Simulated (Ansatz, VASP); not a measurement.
**One calculation of In3Se, two programs**

```xyz
4
Lattice="4.7433 0.0000 0.0000 0.0000 4.7433 0.0000 0.0000 0.0000 4.7433" Properties=species:S:1:pos:R:3 pbc="T T T"
In    0.0000    2.3716    2.3716
In    2.3716    0.0000    2.3716
In    2.3716    2.3716    0.0000
Se    0.0000    0.0000    0.0000
```

Alike in both runs: functional r2SCAN; k mesh 10 × 10 × 10; occupations gaussian, width 0.1 eV; no spin polarisation.

Ansatz relaxed the structure, and its values are those at the end. VASP's run is a single point on that final structure, the one shown.

|  | VASP | Ansatz |
| --- | --- | --- |
| version | VASP 6.6.1 | Ansatz 0.2.0 |
| potentials or method | VASP PAW PBE potentials, release 64 (In_d, Se), cutoff 520 eV | scalar-relativistic, plane waves, PAW |
| valence electrons in the cell | 45 | 55 |

|  | VASP | Ansatz | Ansatz less VASP |
| --- | --- | --- | --- |
| gap on the k mesh at the Fermi level (eV) | none | none | - |
| pressure (GPa) | 0.0 | 0.0 | +0.01 |

VASP's potentials were made for PBE, not for r2SCAN. A gap of «none» marks a metal or a gap that the smearing closes. The functional is the same, so the differences come from potentials, cutoffs and numerics. VASP's potentials hold 45 valence electrons a cell and Ansatz's 55, so a difference there can come from the potentials and not from the codes.
